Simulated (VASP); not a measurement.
# PbS: single point with r2SCAN

Crystal: PbS.

```
Pb S
1.0
     3.65366    0.00000    0.00000
     0.00000    3.65366    0.00000
     0.00000    0.00000    3.65366
Pb S
1 1
Direct
  0.00000 0.00000 0.00000
  0.50000 0.50000 0.50000
```

```yaml
Program: VASP 6.6.1
Task: single point
Functional: r2SCAN
Potentials_or_basis: VASP PAW PBE potentials, release 64 (Pb_d, S)
Cutoff: 520 eV
k_mesh: 7 × 7 × 7
Occupations: fermi-dirac, width 0.05 eV
Spin: no spin polarisation
```

| Item | Value |
| --- | --- |
| Pressure | -0.7 GPa |
| Band gap on the k mesh | 0.33 eV, indirect (least direct gap 1.66 eV) |

Levels at points of the mesh, in eV from the valence-band top:
| k point | band 6 | band 7 | band 8 | band 9 | band 10 | band 11 | band 12 | band 13 | band 14 | band 15 |
| --- | --- | --- | --- | --- | --- | --- | --- | --- | --- | --- |
| (0.00, 0.00, 0.00) | -13.50 | -6.71 | -1.51 | -1.51 | -1.51 | 6.15 | 6.15 | 7.07 | 7.07 | 7.07 |

Run time: 23 s on 1 thread of Intel(R) Xeon(R) 6975P-C (Granite Rapids), on a shared host, peak memory 0.16 GiB.

Caveat: the PAW data sets were made with another functional, which shifts forces and pressure a little; spin-orbit coupling is left out, which moves the levels of the heavy elements. A k mesh can miss the band edges.
